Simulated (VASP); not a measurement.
# H14CO8: single point with PBE+D3(BJ)

H14CO8:

```
O H C
1.0
     6.44169    0.00000    0.00000
     0.00000    6.44169    0.00000
     0.00000    0.00000    6.44169
O H C
8 14 1
Direct
  0.58039 0.15018 0.69722
  0.11986 0.98570 0.33216
  0.27473 0.49062 0.28871
  0.88587 0.59129 0.44928
  0.38499 0.74974 0.00697
  0.23287 0.17241 0.98154
  0.74931 0.65765 0.02453
  0.90908 0.92069 0.84528
  0.69802 0.07481 0.77803
  0.64435 0.27861 0.63603
  0.21170 0.05159 0.22202
  0.15836 0.04929 0.46229
  0.12930 0.50678 0.36067
  0.24899 0.37704 0.19664
  0.92727 0.73901 0.47149
  0.80709 0.58365 0.31271
  0.31101 0.88589 0.00856
  0.34202 0.65938 0.13879
  0.11415 0.13139 0.89009
  0.32985 0.21119 0.86414
  0.56535 0.74796 0.00674
  0.04769 0.65238 0.93247
  0.90138 0.74578 0.92282
```

```json
{
  "Program": "VASP 6.6.1",
  "Task": "single point",
  "Functional": "PBE",
  "Dispersion": "D3(BJ)",
  "Potentials or basis": "VASP PAW PBE potentials, release 64 (O, H, C)",
  "Cutoff": "520 eV",
  "k mesh": "1 × 1 × 1",
  "Occupations": "fermi-dirac, width 0.05 eV",
  "Spin": "no spin polarisation"
}
```

| Quantity | Value |
| --- | --- |
| Pressure | -2.5 GPa |
| Largest force | 2.519 eV/Å |
| Band gap on the k mesh | 4.93 eV |
| Dispersion energy per atom | -0.034 eV |

Forces on the atoms (eV/Å):
```
O    1.146  0.556  0.399
O    0.544  0.245 -0.859
O   -1.249  0.903  1.295
O   -0.121  0.167 -0.743
O   -0.180  0.000  0.416
O    0.028  0.221 -2.261
O    0.084  1.139 -1.095
O   -0.437  0.923 -0.834
H   -1.079  0.762 -1.007
H   -0.431 -1.124  0.586
H   -1.076 -0.434  1.238
H    0.266  0.130  0.181
H    1.284  0.391 -0.575
H   -0.016 -0.986 -0.960
H   -0.432 -0.824 -0.560
H    0.811  0.523  1.133
H    0.589 -0.266 -0.096
H   -0.264  0.110 -0.310
H   -0.168 -0.198  1.103
H    0.617 -0.258  0.986
H    0.163 -0.547  0.148
H   -0.031  0.006 -0.249
C   -0.048 -1.440  2.066
```

Stress tensor (GPa, compression positive):
```
-3.21 -0.43  0.70
-0.43 -1.44  1.41
 0.70  1.41 -2.71
```

Levels at points of the mesh, in eV from the valence-band top:
```csv
k point,band 31,band 32,band 33,band 34,band 35,band 36
"(0.00, 0.00, 0.00)",-0.15,-0.05,0.00,4.93,5.56,7.84
```

Run time: 34 s on 1 thread of Intel(R) Xeon(R) Platinum 8259CL CPU @ 2.50GHz (Skylake/Cascade Lake) (shared host), peak memory 0.3 GiB.

Caveat: the k points lie up to 0.98 Å⁻¹ apart.
